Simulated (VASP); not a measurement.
Wanted: the native input for a VASP 6.6.1 run.

* Task: single point
* Functional: BLYP
* Dispersion: D4
* Potentials or basis: VASP PAW PBE potentials, release 64 (Al, O)
* Cutoff: 520 eV
* k mesh: 11 × 11 × 3
* Occupations: fermi-dirac, width 0.05 eV
* Spin: no spin polarisation
* Dipole correction: no
* Further INCAR settings: ALGO = Normal; EDIFF = 1e-07; NBANDS = 20

The structure of Al2O3 lies in POSCAR:

```
Al2O3
1.0
    2.8675798450      0.0000000000      0.0000000000
   -1.4337899225      2.4833969931      0.0000000000
    0.0000000000      0.0000000000      7.0715531722
Al O
2 3
Direct
    0.0000000000      0.0000000000      0.8028705978
    0.0000000000      0.0000000000      0.1971294022
    0.3333333333      0.6666666667      0.7083567923
    0.6666666667      0.3333333333      0.0000000000
    0.3333333333      0.6666666667      0.2916432077
```

The input as run:

INCAR

```
SYSTEM = Al2O3
AGGAC = 1.0
AGGAX = 1.0
ALDAC = 0.0
ALDAX = 1.0
ALGO = Normal
EDIFF = 1E-7
ENCUT = 520
GGA = B5
ISIF = 2
ISMEAR = -1
IVDW = 13
LASPH = .True.
LCHARG = .False.
LREAL = .False.
LWAVE = .False.
NBANDS = 20
NELM = 80
PREC = Accurate
SIGMA = 0.05
VDW_A1 = 0.44488865
VDW_A2 = 4.0933009
VDW_S6 = 1.0
VDW_S8 = 2.34076671
```

KPOINTS

```
k-points
0
Gamma
  11 11 3
  0 0 0
```

Potentials or basis: VASP PAW PBE potentials, release 64 (Al, O).

Command:

```sh
$ cat potpaw_PBE.64/Al/POTCAR potpaw_PBE.64/O/POTCAR > POTCAR
$ mpirun -np 1 vasp_std > vasp.out
```

Results of the run:

* Pressure: 0.7 GPa
* Largest force: 0.016 eV/Å
* Band gap on the k mesh: 4.68 eV, indirect (least direct gap 4.78 eV)
* Dispersion energy per atom: -0.444 eV

Caveat: the PAW data sets were made with another functional, which shifts forces and pressure a little.

Wall time 31 s on 1 thread of Intel(R) Xeon(R) Platinum 8488C (Sapphire Rapids), on a shared host, peak memory 0.17 GiB.
